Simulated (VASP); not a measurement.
# CoSi (P2_13) in VASP: a series of runs, part 2 of 2

VASP 6.6.1. The steps go on from the part before.

### Step 5. Single point, PBE (11.20 Å³/atom)

This run uses another cell than the first one, of 11.20 Å³/atom.

INCAR reads:

```
PREC = Accurate
ENCUT = 520
EDIFF = 1E-7
ISMEAR = 0
SIGMA = 0.1
LREAL = False
LASPH = True
NELM = 80
ALGO = Normal
ISIF = 2
LWAVE = False
LCHARG = True
GGA = PE
LELF = True
LVHAR = True
NBANDS = 36
```

KPOINTS reads:

```
Automatic mesh
0
Gamma
  8 8 8
```

POSCAR reads:

```
CoSi
1.0
    4.4747217135      0.0000000000      0.0000000000
    0.0000000000      4.4747217135      0.0000000000
    0.0000000000      0.0000000000      4.4747217135
Co Si
4 4
Direct
    0.1436093693      0.1436093693      0.1436093693
    0.3563906307      0.8563906307      0.6436093693
    0.6436093693      0.3563906307      0.8563906307
    0.8563906307      0.6436093693      0.3563906307
    0.8427832768      0.8427832768      0.8427832768
    0.6572167232      0.1572167232      0.3427832768
    0.3427832768      0.6572167232      0.1572167232
    0.1572167232      0.3427832768      0.6572167232
```

Potentials or basis: VASP PAW PBE potentials, release 64 (Co, Si).

The run is started by

```
$ cat potpaw_PBE.64/Co/POTCAR potpaw_PBE.64/Si/POTCAR > POTCAR
$ mpirun -np 1 vasp_std > vasp.out
```

OUTCAR:

```text
PREC = Accurate
   ENCUT = 520
   EDIFF = 1E-7
   ISMEAR = 0
   LREAL = False
   LASPH = True
   NELM = 80
   ISIF = 2
   GGA = PE

 ion  position               nearest neighbor table
   1  0.144  0.144  0.144-   5 2.33   6 2.35   7 2.35   8 2.35   7 2.47   8 2.47   6 2.47   3 2.75
                             4 2.75   2 2.75   2 2.75   4 2.75   3 2.75
   2  0.356  0.856  0.644-   6 2.33   5 2.35   7 2.35   8 2.35   7 2.47   8 2.47   5 2.47   1 2.75
                             1 2.75   3 2.75   3 2.75   4 2.75   4 2.75
   3  0.644  0.356  0.856-   7 2.33   6 2.35   5 2.35   8 2.35   8 2.47   6 2.47   5 2.47   1 2.75
                             4 2.75   2 2.75   2 2.75   4 2.75   1 2.75
   4  0.856  0.644  0.356-   8 2.33   6 2.35   7 2.35   5 2.35   6 2.47   5 2.47   7 2.47   1 2.75
                             3 2.75   2 2.75   1 2.75   2 2.75   3 2.75
   5  0.843  0.843  0.843-   1 2.33   2 2.35   3 2.35   4 2.35   3 2.47   4 2.47   2 2.47   6 2.77
                             7 2.77   8 2.77   6 2.77   8 2.77   7 2.77
   6  0.657  0.157  0.343-   2 2.33   1 2.35   3 2.35   4 2.35   3 2.47   4 2.47   1 2.47   8 2.77
                             5 2.77   5 2.77   7 2.77   7 2.77   8 2.77
   7  0.343  0.657  0.157-   3 2.33   2 2.35   1 2.35   4 2.35   4 2.47   2 2.47   1 2.47   8 2.77
                             5 2.77   8 2.77   6 2.77   6 2.77   5 2.77
   8  0.157  0.343  0.657-   4 2.33   2 2.35   3 2.35   1 2.35   2 2.47   1 2.47   3 2.47   7 2.77
                             5 2.77   7 2.77   5 2.77   6 2.77   6 2.77

  LATTYP: Found a simple cubic cell.
 ALAT       =     4.4747217135

  Lattice vectors:

 A1 = (   4.4747217135,   0.0000000000,   0.0000000000)
 A2 = (   0.0000000000,   4.4747217135,   0.0000000000)
 A3 = (   0.0000000000,   0.0000000000,   4.4747217135)

Analysis of symmetry for initial positions (statically):
=====================================================================
 Subroutine PRICEL returns:
 Original cell was already a primitive cell.

 Routine SETGRP: Setting up the symmetry group for a
 simple cubic supercell.

 Subroutine GETGRP returns: Found 12 space group operations
 (whereof  3 operations were pure point group operations)
 out of a pool of 48 trial point group operations.

The static configuration has the point symmetry C_3 .
 The point group associated with its full space group is T   .

Analysis of symmetry for dynamics (positions and initial velocities):
=====================================================================
 Subroutine PRICEL returns:
 Original cell was already a primitive cell.

 Routine SETGRP: Setting up the symmetry group for a
 simple cubic supercell.

 Subroutine GETGRP returns: Found 12 space group operations
 (whereof  3 operations were pure point group operations)
 out of a pool of 48 trial point group operations.

The dynamic configuration has the point symmetry C_3 .
 The point group associated with its full space group is T   .

 Subroutine INISYM returns: Found 12 space group operations
 (whereof  3 operations are pure point group operations),
 and found     1 'primitive' translations

----------------------------------------------------------------------------------------

                                     Primitive cell
[... 65 lines left out ...]
  0.125000  0.125000  0.000000     12.000000
[... 16 lines left out ...]
  0.250000  0.125000  0.125000     24.000000
  0.375000  0.125000  0.125000     24.000000
 [... further k-points ...]
   k-points           NKPTS =     45   k-points in BZ     NKDIM =     45   number of bands    NBANDS=     36
   number of dos      NEDOS =    301   number of ions     NIONS =      8
   total plane-waves  NPLWV =  46656
   dimension x,y,z NGX =    36 NGY =   36 NGZ =   36
   dimension x,y,z NGXF=    72 NGYF=   72 NGZF=   72
   ions per type =               4   4
   NGX,Y,Z   is equivalent  to a cutoff of  13.37, 13.37, 13.37 a.u.
   NGXF,Y,Z  is equivalent  to a cutoff of  26.75, 26.75, 26.75 a.u.
 SYSTEM =  unknown system
   PREC   = accura    normal or accurate (medium, high low for compatibility)
   ISTART =      0    job   : 0-new  1-cont  2-samecut
   ICHARG =      2    charge: 1-file 2-atom 10-const
   ISPIN  =      1    spin polarized calculation?
   LNONCOLLINEAR =      F non collinear calculations
   LSORBIT =      F    spin-orbit coupling
   LASPH  =      T    aspherical Exc in radial PAW
   ENCUT  =  520.0 eV  38.22 Ry    6.18 a.u.   8.32  8.32  8.32*2*pi/ulx,y,z
   NELM   =     80;   NELMIN=  2; NELMDL= -5     # of ELM steps
   EDIFF  = 0.1E-06   stopping-criterion for ELM
   LREAL  =      F    real-space projection
   EDIFFG = 0.1E-05   stopping-criterion for IOM
   NSW    =      0    number of steps for IOM
   IBRION =     -1    ionic relax: 0-MD 1-quasi-New 2-CG
   NFREE  =      0    steps in history (QN), initial steepest desc. (CG)
   ISIF   =      2    stress and relaxation
   ISYM   =      2    0-nonsym 1-usesym 2-fastsym
   POTIM  = 0.5000    time-step for ionic-motion
   TEBEG  =    0.0;   TEEND  =   0.0 temperature during run
   PSTRESS=    0.0 pullay stress
   NELECT =      52.0000    total number of electrons
   NUPDOWN=      -1.0000    fix difference up-down
   EMIN   =  10.00;   EMAX   =-10.00  energy-range for DOS
   EFERMI =   0.00;   METHOD = LEGACY
   ISMEAR =     0;   SIGMA  =   0.10  broadening in eV -4-tet -1-fermi 0-gaus
   EFERMI_NEDOS =   21; number of points for ismear=-14 and -15
   IALGO  =     38    algorithm
   IMIX   =      4    mixing-type and parameters
     AMIX     =   0.40;   BMIX     =  1.00
     AMIX_MAG =   1.60;   BMIX_MAG =  1.00
  volume/ion in A,a.u.               =      11.20        75.58
  Fermi-wavevector in a.u.,A,eV,Ry     =   1.365557  2.580529 25.371418  1.864747
  Thomas-Fermi vector in A             =   2.491775
   LORBIT       =      0    0 simple, 1 ext, 2 COOP (PROOUT), +10 PAW based schemes
   GGA     = PE    functional components
   LHFCALC =     F    Hartree Fock is set to
   AEXX    =    0.0000 exact exchange contribution
   IVDW    =     0    specifies the selected vdW correction
   LEPSILON=     F    determine dielectric tensor
   LRPA    =     F    only Hartree local field effects (RPA)
 non-spin polarized calculation
 Gauss-broadening in eV      SIGMA  =   0.10
  energy-cutoff  :      520.00
  volume of cell :       89.60
 maximum number of plane-waves:      2469
 NGX is ok and might be reduce to    36
   NGX = 17   NGY = 17   NGZ = 17

 number of electron      52.0000015 magnetization

 Free energy of the ion-electron system (eV)
  ---------------------------------------------------
  ext. energy  EPLUGINS =         0.00000000
  ---------------------------------------------------
  free energy    TOTEN  =       -54.69909396 eV

  energy without entropy =      -54.69164881  energy(sigma->0) =      -54.69537138

 E-fermi :  11.6765     XC(G=0): -12.7175

 val. band max:       11.6538943963   @ k =   0.5000   0.5000   0.3750
 cond. band min:      11.7857379532   @ k =   0.5000   0.3750   0.3750
 fundamental gap:      0.1318435569
 Fermi energy:        11.6764565254

 k-point     1 :       0.0000    0.0000    0.0000
  band No.  band energies     occupation
      1      -1.7656      2.00000
      2       3.6226      2.00000
      3       3.6226      2.00000
      4       3.6226      2.00000
      5       6.3224      2.00000
      6       6.3224      2.00000
[... 925 lines left out ...]
     35      16.3925      0.00000
     36      17.1355      0.00000

 [... further k-points ...]

------------------------ aborting loop because EDIFF is reached ----------------------------------------

  FORCE on cell =-STRESS in cart. coord.  units (eV):
  Direction    XX          YY          ZZ          XY          YZ          ZX
  --------------------------------------------------------------------------------------
  -------------------------------------------------------------------------------------
  Total       -3.4199570     -3.4199570     -3.4199570      0.0000000      0.0000000      0.0000000
  in kB      -61.1551633    -61.1551633    -61.1551633      0.0000000      0.0000000      0.0000000
  external PRESSURE =     -61.1551633 kB  Pullay stress =       0.0000000 kB

 VOLUME and BASIS-vectors are now :
 -----------------------------------------------------------------------------
  energy-cutoff  :      520.00
  volume of cell :       89.60
      direct lattice vectors                 reciprocal lattice vectors
     4.474721714  0.000000000  0.000000000     0.223477585  0.000000000  0.000000000
     0.000000000  4.474721714  0.000000000     0.000000000  0.223477585  0.000000000
     0.000000000  0.000000000  4.474721714     0.000000000  0.000000000  0.223477585

 POSITION                                       TOTAL-FORCE (eV/Angst)
 -----------------------------------------------------------------------------------
      0.64261      0.64261      0.64261         0.003429      0.003429      0.003429
      1.59475      3.83211      2.87997        -0.003429     -0.003429      0.003429
      2.87997      1.59475      3.83211         0.003429     -0.003429     -0.003429
      3.83211      2.87997      1.59475        -0.003429      0.003429     -0.003429
      3.77122      3.77122      3.77122        -0.003959     -0.003959     -0.003959
      2.94086      0.70350      1.53386         0.003959      0.003959     -0.003959
      1.53386      2.94086      0.70350        -0.003959      0.003959      0.003959
      0.70350      1.53386      2.94086         0.003959     -0.003959      0.003959
 -----------------------------------------------------------------------------------
    total drift:                               -0.000000      0.000000      0.000000

  FREE ENERGIE OF THE ION-ELECTRON SYSTEM (eV)
  ---------------------------------------------------
  free  energy   TOTEN  =       -54.6990939575 eV

  energy  without entropy=      -54.6916488071  energy(sigma->0) =      -54.69537138
```

Wall time 87 s (1 thread of Intel Xeon Platinum 8559C (Emerald Rapids), shared host); peak memory 0.26 GiB.

Results:

```yaml
Free_energy: -54.6991 eV
Pressure: -6.1 GPa
Largest_force: 0.007 eV/Å
Band_gap_on_the_k_mesh: zero (bands 26 and 27 overlap by 0.20 eV)
```

Forces in eV/Å, atoms in the order of the input:
```
Co   0.003  0.003  0.003
Co  -0.003 -0.003  0.003
Co   0.003 -0.003 -0.003
Co  -0.003  0.003 -0.003
Si  -0.004 -0.004 -0.004
Si   0.004  0.004 -0.004
Si  -0.004  0.004  0.004
Si   0.004 -0.004  0.004
```

Caveat: the cell stands under tension; the run has no spin polarisation, though such a crystal can be magnetic. Spin polarisation is off, so any magnetic state and its effect on volume and gap are missing.

### Step 6. Single point, PBE (11.53 Å³/atom)

This run uses another cell than the first one, of 11.53 Å³/atom.

INCAR: that of step 5 with these lines changed.

```diff
@@ -2,3 +2,3 @@
 ENCUT = 520
-EDIFF = 1E-7
+EDIFF = 1E-6
 ISMEAR = 0
@@ -7,3 +7,3 @@
 LASPH = True
-NELM = 80
+NELM = 100
 ALGO = Normal
```

KPOINTS is that of step 5.

POSCAR reads:

```
CoSi
1.0
    4.5177505234      0.0000000000      0.0000000000
    0.0000000000      4.5177505234      0.0000000000
    0.0000000000      0.0000000000      4.5177505234
Co Si
4 4
Direct
    0.1416903614      0.1416903614      0.1416903614
    0.3583096386      0.8583096386      0.6416903614
    0.6416903614      0.3583096386      0.8583096386
    0.8583096386      0.6416903614      0.3583096386
    0.8422442848      0.8422442848      0.8422442848
    0.6577557152      0.1577557152      0.3422442848
    0.3422442848      0.6577557152      0.1577557152
    0.1577557152      0.3422442848      0.6577557152
```

Potentials or basis: VASP PAW PBE potentials, release 64 (Co, Si).

The run is started by

```
$ cat potpaw_PBE.64/Co/POTCAR potpaw_PBE.64/Si/POTCAR > POTCAR
$ mpirun -np 1 vasp_std > vasp.out
```

It took 95 s on 1 thread of Intel Xeon Platinum 8559C (Emerald Rapids), shared host; peak memory 0.26 GiB.

Results (log left out):

- Free energy: -54.5575 eV
- Pressure: -11.1 GPa
- Largest force: 0.011 eV/Å
- Band gap on the k mesh: zero (bands 26 and 27 overlap by 0.19 eV)

Forces in eV/Å, atoms in the order of the input:
```
Co   0.006  0.006  0.006
Co  -0.006 -0.006  0.006
Co   0.006 -0.006 -0.006
Co  -0.006  0.006 -0.006
Si  -0.007 -0.007 -0.007
Si   0.007  0.007 -0.007
Si  -0.007  0.007  0.007
Si   0.007 -0.007  0.007
```

Levels at points of the mesh, in eV from the Fermi level:
| k point | band 22 | band 23 | band 24 | band 25 | band 26 | band 27 | band 28 | band 29 | band 30 | band 31 |
| --- | --- | --- | --- | --- | --- | --- | --- | --- | --- | --- |
| (0.00, 0.00, 0.00) | -0.85 | -0.73 | -0.73 | -0.03 | -0.03 | -0.03 | 2.22 | 2.22 | 2.22 | 2.74 |
| (0.50, 0.00, 0.00) | -0.98 | -0.63 | -0.63 | -0.45 | -0.45 | 0.92 | 0.92 | 1.28 | 1.28 | 4.01 |
| (0.50, 0.50, 0.00) | -1.40 | -0.95 | -0.95 | -0.04 | -0.04 | 0.49 | 0.49 | 1.77 | 1.77 | 2.29 |
| (0.50, 0.50, 0.50) | -1.13 | -1.13 | -1.13 | -0.22 | -0.22 | -0.22 | -0.22 | 4.98 | 4.98 | 4.98 |

Caveat: the cell stands under tension; the run has no spin polarisation, though such a crystal can be magnetic. Spin polarisation is off, so any magnetic state and its effect on volume and gap are missing.

### Step 7. Overview

```tsv
cell	gap on the mesh (eV)	pressure (GPa)	largest force (eV/Å)
a = 4.340 Å, 8 atoms, atomic positions A	none	15.6	-
a = 4.386 Å, 8 atoms, atomic positions A	none	7.1	0.01
a = 4.431 Å, 8 atoms, atomic positions B	none	-0.1	-
a = 4.475 Å, 8 atoms, atomic positions C	none	-6.1	0.01
a = 4.518 Å, 8 atoms, atomic positions D	none	-11.1	0.01
```

Alike in all rows: task single point; level PBE; potentials or basis VASP PAW PBE potentials, release 64 (Co, Si); no spin polarisation; k mesh 8 × 8 × 8; cutoff (eV) 520; smearing gaussian 0.1 eV.

Caveats: the run has no spin polarisation, though such a crystal can be magnetic; the cell stands under pressure (at least some runs); the cell stands under tension (at least some runs).

Total energies depend on the potentials used, so only differences within one code and one set of settings carry meaning.
